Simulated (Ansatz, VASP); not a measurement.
# TaN in VASP and in Ansatz

```
Ta N
1.0
     2.93800    0.00000    0.00000
    -1.46900    2.69704    0.00000
     0.00000    0.00000    2.88300
Ta N
1 1
Direct
  0.33333 0.66667 0.50000
  0.00000 0.00000 0.00000
```

Change from the starting cell: strain +0.0600 x Voigt [0, 1, 0, 0, 0, 0], atoms carried along.

Alike in both runs: task single point; functional PBE; k mesh 18 × 18 × 16; occupations fermi-dirac, width 0.02 eV; no spin polarisation.

```csv
,VASP,Ansatz
version,VASP 6.6.1,Ansatz 0.2.0
potentials or method,"VASP PAW PBE potentials, release 64 (Ta_pv, N), cutoff 520 eV","scalar-relativistic, plane waves, PAW"
valence electrons in the cell,16,18
```

```csv
,VASP,Ansatz,Ansatz less VASP
gap on the k mesh at the Fermi level (eV),none,none,-
pressure (GPa),-11.8,-12.3,-0.51
"traceless stress, the component that is largest in VASP (GPa)",-17.05,-16.99,+0.060
rms of the force components (eV/Å),0.000,0.003,+0.0031
```

Atom by atom the forces differ by 0.004 eV/Å (rms over components). A gap of «none» marks a metal or a gap that the smearing closes. With one functional, cell and mesh, what is left measures potentials, basis and numerics. VASP's potentials hold 16 valence electrons a cell and Ansatz's 18, so a difference there can come from the potentials and not from the codes.

Neither program's run includes spin-orbit coupling.
